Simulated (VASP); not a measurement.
A run of VASP 6.6.1 is set up as follows.

Contents of INCAR:

```
SYSTEM = Pb
PREC = Accurate ; ENCUT = 520
EDIFF = 1E-6 ; ISMEAR = -1
SIGMA = 0.15 ; LREAL = .False.
LASPH = .True. ; NELM = 150
ALGO = Normal ; ISIF = 2
LWAVE = .False. ; LCHARG = .False.
LNONCOLLINEAR = .True. ; MAGMOM = 0 0 0
LORBIT = 11 ; LSORBIT = .True.
GGA_COMPAT = .False. ; LORBMOM = .True.
GGA = PE ; NBANDS = 25
```

Contents of KPOINTS:

```
Automatic mesh
0
Gamma
  4 4 4
  0 0 0
```

Contents of POSCAR:

```
Pb
1.0
    0.0000000000      2.5198000000      2.5198000000
    2.5198000000      0.0000000000      2.5198000000
    2.5198000000      2.5198000000      0.0000000000
Pb
1
Direct
    0.0000000000      0.0000000000      0.0000000000
```

Potentials or basis: VASP PAW PBE potentials, release 64 (Pb_d).

Run with:

```console
$ cat potpaw_PBE.64/Pb_d/POTCAR > POTCAR
$ mpirun -np 1 vasp_ncl > vasp.out
```

What does it give for the pressure?

0.5 GPa.

Estimate the net moment.

0.00 μB per cell.

Moments on the atoms (μB; x, y, z):
```
Pb  0.00 0.00 0.00
```

Caveat: the k points lie up to 0.54 Å⁻¹ apart.
